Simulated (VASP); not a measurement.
# ZnSe (Stilleite) (F-43m) in VASP: notebook

The runs below take ZnSe (Stilleite) through single point, with r2SCAN.

Everything below comes from runs of VASP 6.6.1. Logs are shortened: lines on timing, memory, paths and dates and some standing lists are left out, and cuts for length are marked.

## Step 1: The cell of the first run

Symmetry: F-43m, No. 216, cubic system. Conventional cell: a = 5.550 Å, b = 5.550 Å, c = 5.550 Å, α = 90.00°, β = 90.00°, γ = 90.00°. Zn (site symmetry -43m) has 4 Se at 2.40 Å within 3.2 Å. Se (site symmetry -43m) has 4 Zn at 2.40 Å within 3.2 Å.

## Step 2: Single point, r2SCAN (volume scaled by 0.94)

The input, POSCAR:

```
ZnSe
1.0
    0.0000000000      2.7751138189      2.7751138189
    2.7751138189      0.0000000000      2.7751138189
    2.7751138189      2.7751138189      0.0000000000
Zn Se
1 1
Direct
    0.0000000000      0.0000000000      0.0000000000
    0.2500000000      0.2500000000      0.2500000000
```

The input, INCAR.step1:

```
PREC = Accurate ; ENCUT = 520
ISMEAR = 0 ; SIGMA = 0.02
LREAL = F ; LASPH = T
NELM = 100 ; NBANDS = 16
GGA = PE ; ALGO = Normal
EDIFF = 1E-4 ; LWAVE = T
LCHARG = F
```

The input, INCAR.step2:

```
PREC = Accurate ; ENCUT = 520
EDIFF = 1E-7 ; ISMEAR = 0
SIGMA = 0.02 ; LREAL = F
LASPH = T ; NELM = 100
ALGO = Normal ; ISIF = 2
LWAVE = F ; LCHARG = T
METAGGA = R2SCAN ; LMIXTAU = T
LELF = T ; LVHAR = T
NBANDS = 16 ; ISTART = 1
```

The input, KPOINTS:

```
regular mesh
0
Gamma
  8 8 8
```

Potentials or basis: VASP PAW PBE potentials, release 64 (Zn, Se).

On the command line:

```sh
cat potpaw_PBE.64/Zn/POTCAR potpaw_PBE.64/Se/POTCAR > POTCAR
cp INCAR.step1 INCAR
mpirun -np 1 vasp_std > vasp.out
cp INCAR.step2 INCAR
mpirun -np 1 vasp_std > vasp.out
```

OUTCAR:

```text
PREC = Accurate
   ENCUT = 520
   EDIFF = 1E-7
   ISMEAR = 0
   LREAL = F
   LASPH = T
   NELM = 100
   ISIF = 2
   METAGGA = R2SCAN
   ISTART = 1

 ion  position               nearest neighbor table
   1  0.000  0.000  0.000-   2 2.40   2 2.40   2 2.40   2 2.40
   2  0.250  0.250  0.250-   1 2.40   1 2.40   1 2.40   1 2.40

  LATTYP: Found a face centered cubic cell.
 ALAT       =     5.5502276378

  Lattice vectors:

 A1 = (   0.0000000000,   2.7751138189,   2.7751138189)
 A2 = (   2.7751138189,   0.0000000000,   2.7751138189)
 A3 = (   2.7751138189,   2.7751138189,   0.0000000000)

Analysis of symmetry for initial positions (statically):
=====================================================================
 Subroutine PRICEL returns:
 Original cell was already a primitive cell.

 Routine SETGRP: Setting up the symmetry group for a
 face centered cubic supercell.

 Subroutine GETGRP returns: Found 24 space group operations
 (whereof 24 operations were pure point group operations)
 out of a pool of 48 trial point group operations.

The static configuration has the point symmetry T_d .

Analysis of symmetry for dynamics (positions and initial velocities):
=====================================================================
 Subroutine PRICEL returns:
 Original cell was already a primitive cell.

 Routine SETGRP: Setting up the symmetry group for a
 face centered cubic supercell.

 Subroutine GETGRP returns: Found 24 space group operations
 (whereof 24 operations were pure point group operations)
 out of a pool of 48 trial point group operations.

The dynamic configuration has the point symmetry T_d .

 Subroutine INISYM returns: Found 24 space group operations
 (whereof 24 operations are pure point group operations),
 and found     1 'primitive' translations

----------------------------------------------------------------------------------------

                                     Primitive cell

  volume of cell :      42.7437

  direct lattice vectors                    reciprocal lattice vectors
     0.000000000  2.775113819  2.775113819    -0.180172790  0.180172790  0.180172790
     2.775113819  0.000000000  2.775113819     0.180172790 -0.180172790  0.180172790
     2.775113819  2.775113819  0.000000000     0.180172790  0.180172790 -0.180172790

  length of vectors
     3.924603600  3.924603600  3.924603600     0.312068427  0.312068427  0.312068427

  position of ions in fractional coordinates (direct lattice)
     0.000000000  0.000000000  0.000000000
     0.250000000  0.250000000  0.250000000

  ion indices of the primitive-cell ions
   primitive index   ion index
                 1           1
                 2           2

----------------------------------------------------------------------------------------

 KPOINTS: regular mesh

Automatic generation of k-mesh.
 Grid dimensions read from file:
 generate k-points for:    8    8    8

 Generating k-lattice:

  Cartesian coordinates                     Fractional coordinates (reciprocal lattice)
    -0.022521599  0.022521599  0.022521599     0.125000000  0.000000000  0.000000000
     0.022521599 -0.022521599  0.022521599     0.000000000  0.125000000  0.000000000
     0.022521599  0.022521599 -0.022521599     0.000000000  0.000000000  0.125000000

  Length of vectors
     0.039008553  0.039008553  0.039008553

  Shift w.r.t. Gamma in fractional coordinates (k-lattice)
     0.000000000  0.000000000  0.000000000

 Subroutine IBZKPT returns following result:
 ===========================================

 Found     29 irreducible k-points:

 Following reciprocal coordinates:
            Coordinates               Weight
  0.000000  0.000000  0.000000      1.000000
  0.125000  0.000000  0.000000      8.000000
  0.250000  0.000000  0.000000      8.000000
  0.375000  0.000000  0.000000      8.000000
  0.500000  0.000000  0.000000      4.000000
  0.125000  0.125000  0.000000      6.000000
[... 16 lines left out ...]
  0.500000  0.250000  0.125000     48.000000
 -0.375000  0.250000  0.125000     24.000000
 [... further k-points ...]
   k-points           NKPTS =     29   k-points in BZ     NKDIM =     29   number of bands    NBANDS=     16
   number of dos      NEDOS =    301   number of ions     NIONS =      2
   total plane-waves  NPLWV =  27000
   dimension x,y,z NGX =    30 NGY =   30 NGZ =   30
   dimension x,y,z NGXF=    60 NGYF=   60 NGZF=   60
   ions per type =               1   1
   NGX,Y,Z   is equivalent  to a cutoff of  12.71, 12.71, 12.71 a.u.
   NGXF,Y,Z  is equivalent  to a cutoff of  25.42, 25.42, 25.42 a.u.
 SYSTEM =  unknown system
   PREC   = accura    normal or accurate (medium, high low for compatibility)
   ISTART =      1    job   : 0-new  1-cont  2-samecut
   ICHARG =      0    charge: 1-file 2-atom 10-const
   ISPIN  =      1    spin polarized calculation?
   LNONCOLLINEAR =      F non collinear calculations
   LSORBIT =      F    spin-orbit coupling
   LASPH  =      T    aspherical Exc in radial PAW
   ENCUT  =  520.0 eV  38.22 Ry    6.18 a.u.   7.30  7.30  7.30*2*pi/ulx,y,z
   NELM   =    100;   NELMIN=  2; NELMDL=  0     # of ELM steps
   EDIFF  = 0.1E-06   stopping-criterion for ELM
   LREAL  =      F    real-space projection
   EDIFFG = 0.1E-05   stopping-criterion for IOM
   NSW    =      0    number of steps for IOM
   IBRION =     -1    ionic relax: 0-MD 1-quasi-New 2-CG
   NFREE  =      0    steps in history (QN), initial steepest desc. (CG)
   ISIF   =      2    stress and relaxation
   ISYM   =      2    0-nonsym 1-usesym 2-fastsym
   POTIM  = 0.5000    time-step for ionic-motion
   TEBEG  =    0.0;   TEEND  =   0.0 temperature during run
   PSTRESS=    0.0 pullay stress
   NELECT =      18.0000    total number of electrons
   NUPDOWN=      -1.0000    fix difference up-down
   EMIN   =  10.00;   EMAX   =-10.00  energy-range for DOS
   EFERMI =   0.00;   METHOD = LEGACY
   ISMEAR =     0;   SIGMA  =   0.02  broadening in eV -4-tet -1-fermi 0-gaus
   EFERMI_NEDOS =   21; number of points for ismear=-14 and -15
   IALGO  =     38    algorithm
   IMIX   =      4    mixing-type and parameters
     AMIX     =   0.40;   BMIX     =  1.00
     AMIX_MAG =   1.60;   BMIX_MAG =  1.00
  volume/ion in A,a.u.               =      21.37       144.22
  Fermi-wavevector in a.u.,A,eV,Ry     =   1.227086  2.318856 20.486825  1.505739
  Thomas-Fermi vector in A             =   2.362062
   LORBIT       =      0    0 simple, 1 ext, 2 COOP (PROOUT), +10 PAW based schemes
   METAGGA = R2SCAN    functional components
   LHFCALC =     F    Hartree Fock is set to
   AEXX    =    0.0000 exact exchange contribution
   IVDW    =     0    specifies the selected vdW correction
   LEPSILON=     F    determine dielectric tensor
   LRPA    =     F    only Hartree local field effects (RPA)
 non-spin polarized calculation
 Gauss-broadening in eV      SIGMA  =   0.02
  energy-cutoff  :      520.00
  volume of cell :       42.74
 maximum number of plane-waves:      1174
 NGX is ok and might be reduce to    30
   NGX = 15   NGY = 15   NGZ = 15

 number of electron      17.9999986 magnetization

 Free energy of the ion-electron system (eV)
  ---------------------------------------------------
  ext. energy  EPLUGINS =         0.00000000
  ---------------------------------------------------
  free energy    TOTEN  =       -24.87119324 eV

  energy without entropy =      -24.87119324  energy(sigma->0) =      -24.87119324

 E-fermi :   2.0289     XC(G=0): -10.2307

 val. band max:        1.8616567702   @ k =   0.0000   0.0000   0.0000
 cond. band min:       4.0087121706   @ k =   0.0000   0.0000   0.0000
 fundamental gap:      2.1470554004
 Fermi energy:         2.0288736613

 k-point     1 :       0.0000    0.0000    0.0000
  band No.  band energies     occupation
      1     -12.2924      2.00000
      2      -5.0806      2.00000
      3      -5.0806      2.00000
      4      -5.0806      2.00000
      5      -4.6075      2.00000
      6      -4.6075      2.00000
[... 8 lines left out ...]
     15      14.0159      0.00000
     16      14.0159      0.00000

 k-point     2 :       0.1250    0.0000    0.0000
  band No.  band energies     occupation
      1     -12.1754      2.00000
      2      -5.0756      2.00000
      3      -5.0614      2.00000
      4      -5.0614      2.00000
      5      -4.6092      2.00000
      6      -4.6092      2.00000
[... 8 lines left out ...]
     15      13.1740      0.00000
     16      13.6227      0.00000

 k-point     3 :       0.2500    0.0000    0.0000
  band No.  band energies     occupation
      1     -11.8695      2.00000
      2      -5.0210      2.00000
      3      -5.0185      2.00000
      4      -5.0185      2.00000
      5      -4.6078      2.00000
      6      -4.6077      2.00000
[... 8 lines left out ...]
     15      12.9453      0.00000
     16      13.3288      0.00000

 k-point     4 :       0.3750    0.0000    0.0000
  band No.  band energies     occupation
      1     -11.5221      2.00000
      2      -4.9832      2.00000
      3      -4.9831      2.00000
      4      -4.8040      2.00000
      5      -4.5957      2.00000
      6      -4.5956      2.00000
[... 8 lines left out ...]
     15      14.2215      0.00000
     16      14.2215      0.00000
[... 324 lines left out ...]
 k-point    22 :       0.3750    0.2500    0.1250
  band No.  band energies     occupation
      1     -11.6288      2.00000
      2      -5.0421      2.00000
      3      -4.9565      2.00000
      4      -4.9302      2.00000
      5      -4.6268      2.00000
      6      -4.5784      2.00000
[... 8 lines left out ...]
     15      15.0444      0.00000
     16      16.4487      0.00000

 k-point    23 :       0.5000    0.2500    0.1250
  band No.  band energies     occupation
      1     -11.3372      2.00000
      2      -4.9691      2.00000
      3      -4.9258      2.00000
      4      -4.7774      2.00000
      5      -4.5948      2.00000
      6      -4.5458      2.00000
[... 8 lines left out ...]
     15      15.5173      0.00000
     16      16.5518      0.00000

 k-point    24 :      -0.3750    0.2500    0.1250
  band No.  band energies     occupation
      1     -11.2064      2.00000
      2      -4.9557      2.00000
      3      -4.9076      2.00000
      4      -4.6549      2.00000
      5      -4.6017      2.00000
      6      -4.3713      2.00000
[... 8 lines left out ...]
     15      15.5349      0.00000
     16      16.5100      0.00000

 [... further k-points ...]
[... 5 lines left out ...]
  --------------------------------------------------------------------------------------
  -------------------------------------------------------------------------------------
  Total        1.2687966      1.2687966      1.2687966      0.0000000      0.0000000     -0.0000000
  in kB       47.5587232     47.5587232     47.5587232      0.0000000      0.0000000     -0.0000000
  external PRESSURE =      47.5587232 kB  Pullay stress =       0.0000000 kB

 VOLUME and BASIS-vectors are now :
 -----------------------------------------------------------------------------
  energy-cutoff  :      520.00
  volume of cell :       42.74
      direct lattice vectors                 reciprocal lattice vectors
     0.000000000  2.775113819  2.775113819    -0.180172790  0.180172790  0.180172790
     2.775113819  0.000000000  2.775113819     0.180172790 -0.180172790  0.180172790
     2.775113819  2.775113819  0.000000000     0.180172790  0.180172790 -0.180172790

 POSITION                                       TOTAL-FORCE (eV/Angst)
 -----------------------------------------------------------------------------------
      0.00000      0.00000      0.00000        -0.000000     -0.000000     -0.000000
      1.38756      1.38756      1.38756         0.000000      0.000000      0.000000
 -----------------------------------------------------------------------------------
    total drift:                                0.000029      0.000029      0.000029

  FREE ENERGIE OF THE ION-ELECTRON SYSTEM (eV)
  ---------------------------------------------------
  free  energy   TOTEN  =       -24.8711932390 eV

  energy  without entropy=      -24.8711932390  energy(sigma->0) =      -24.87119324
```

It took 3.2 min on 1 thread of AMD EPYC 7R13, shared host; peak memory 0.15 GiB.

What came out:

```
Free energy            : -24.8712 eV
Pressure               : 4.8 GPa
Band gap on the k mesh : 2.15 eV, direct
```

Levels at points of the mesh, in eV from the valence-band top:
```tsv
k point	band 7	band 8	band 9	band 10	band 11	band 12
(0.00, 0.00, 0.00)	0.00	0.00	0.00	2.15	6.28	6.28
(0.50, 0.00, 0.00)	-5.74	-0.98	-0.98	3.17	6.84	6.84
(0.50, 0.50, 0.00)	-5.08	-2.47	-2.47	3.19	3.86	12.03
```

Caveat: the PAW data sets were made with another functional, which shifts forces and pressure a little.

## Step 3: Single point, r2SCAN (volume scaled by 0.97)

The input, POSCAR:

```
ZnSe
1.0
    0.0000000000      2.8043276902      2.8043276902
    2.8043276902      0.0000000000      2.8043276902
    2.8043276902      2.8043276902      0.0000000000
Zn Se
1 1
Direct
    0.0000000000      0.0000000000      0.0000000000
    0.2500000000      0.2500000000      0.2500000000
```

The input, INCAR.step1:

```
SYSTEM = ZnSe
  ALGO = Normal
  EDIFF = 1E-4
  ENCUT = 520
  GGA = PE
  ISMEAR = 0
  LASPH = .True.
  LCHARG = .False.
  LREAL = .False.
  LWAVE = .True.
  NBANDS = 16
  NELM = 100
  PREC = Accurate
  SIGMA = 0.02
```

The input, INCAR.step2:

```
SYSTEM = ZnSe
  ALGO = Normal
  EDIFF = 1E-6
  ENCUT = 520
  ISIF = 2
  ISMEAR = 0
  ISTART = 1
  LASPH = .True.
  LCHARG = .True.
  LELF = .True.
  LMIXTAU = .True.
  LREAL = .False.
  LVHAR = .True.
  LWAVE = .False.
  METAGGA = R2SCAN
  NBANDS = 16
  NELM = 100
  PREC = Accurate
  SIGMA = 0.02
```

The input, KPOINTS:

```
k-points
0
Gamma
  8 8 8
  0 0 0
```

Potentials or basis: VASP PAW PBE potentials, release 64 (Zn, Se).

On the command line:

```sh
cat potpaw_PBE.64/Zn/POTCAR potpaw_PBE.64/Se/POTCAR > POTCAR
cp INCAR.step1 INCAR
mpirun -np 1 vasp_std > vasp.out
cp INCAR.step2 INCAR
mpirun -np 1 vasp_std > vasp.out
```

Run time: 2.6 min. Hardware: 1 thread of AMD EPYC 7R13, shared host; peak memory 0.15 GiB.

The run converged. Its results:

```yaml
Free_energy: -24.9001 eV
Pressure: 2.2 GPa
Band_gap_on_the_k_mesh: 2.01 eV, direct
```

Levels at points of the mesh, in eV from the valence-band top:
```
           k point  band 5  band 6  band 7  band 8  band 9  band 10  band 11  band 12  band 13  band 14
(0.00, 0.00, 0.00)   -6.37   -6.37    0.00    0.00    0.00     2.01     6.30     6.30     6.30    10.73
(0.50, 0.00, 0.00)   -6.35   -6.21   -5.52   -0.93   -0.93     3.11     6.86     6.86     9.16    11.88
(0.50, 0.50, 0.00)   -6.32   -6.18   -4.93   -2.35   -2.35     3.26     3.87    11.76    12.29    12.29
```

Caveat: the PAW data sets were made with another functional, which shifts forces and pressure a little.

## Step 4: Single point, r2SCAN (volume scaled by 1.03)

The input, POSCAR:

```
ZnSe
1.0
    0.0000000000      2.8609960426      2.8609960426
    2.8609960426      0.0000000000      2.8609960426
    2.8609960426      2.8609960426      0.0000000000
Zn Se
1 1
Direct
    0.0000000000      0.0000000000      0.0000000000
    0.2500000000      0.2500000000      0.2500000000
```

The input, INCAR.step1:

```
SYSTEM = ZnSe
PREC     = Accurate       ! precision mode
ENCUT    = 520            ! plane-wave cutoff, eV
ISMEAR   = 0              ! smearing method
SIGMA    = 0.02           ! smearing width, eV
LREAL    = .FALSE.        ! projectors in reciprocal space
LASPH    = .TRUE.         ! aspherical terms in the spheres
NELM     = 80             ! most SCF steps
NBANDS   = 16             ! bands
GGA      = PE             ! functional
ALGO     = Normal         ! electronic algorithm
EDIFF    = 1E-4           ! SCF threshold, eV
LWAVE    = .TRUE.         ! write WAVECAR
LCHARG   = .FALSE.        ! write CHGCAR
```

The input, INCAR.step2:

```
SYSTEM = ZnSe
PREC     = Accurate       ! precision mode
ENCUT    = 520            ! plane-wave cutoff, eV
EDIFF    = 1E-6           ! SCF threshold, eV
ISMEAR   = 0              ! smearing method
SIGMA    = 0.02           ! smearing width, eV
LREAL    = .FALSE.        ! projectors in reciprocal space
LASPH    = .TRUE.         ! aspherical terms in the spheres
NELM     = 80             ! most SCF steps
ALGO     = Normal         ! electronic algorithm
ISIF     = 2              ! what is computed and relaxed
LWAVE    = .FALSE.        ! write WAVECAR
LCHARG   = .FALSE.        ! write CHGCAR
METAGGA  = R2SCAN         ! meta-GGA
LMIXTAU  = .TRUE.       
NBANDS   = 16             ! bands
ISTART   = 1
```

The input, KPOINTS:

```
Automatic mesh
0
G
  8 8 8
  0 0 0
```

On the command line:

```sh
cat potpaw_PBE.64/Zn/POTCAR potpaw_PBE.64/Se/POTCAR > POTCAR
cp INCAR.step1 INCAR
mpirun -np 1 vasp_std > vasp.out
cp INCAR.step2 INCAR
mpirun -np 1 vasp_std > vasp.out
```

It took 2.7 min on 1 thread of AMD EPYC 7R13, shared host; peak memory 0.15 GiB.

Results (log left out):

```yaml
Free_energy: -24.9015 eV
Pressure: -1.8 GPa
Band_gap_on_the_k_mesh: 1.74 eV, direct
```

Levels at points of the mesh, in eV from the valence-band top:
```
           k point  band 5  band 6  band 7  band 8  band 9  band 10  band 11  band 12  band 13  band 14
(0.00, 0.00, 0.00)   -6.22   -6.22    0.00    0.00    0.00     1.74     6.32     6.32     6.32    10.46
(0.50, 0.00, 0.00)   -6.20   -6.07   -5.11   -0.84   -0.84     3.00     6.87     6.87     8.98    11.54
(0.50, 0.50, 0.00)   -6.17   -6.05   -4.66   -2.13   -2.13     3.40     3.87    11.28    11.86    11.86
```

Caveat: the PAW data sets were made with another functional, which shifts forces and pressure a little.

(Part 1 of 2 ends here.)
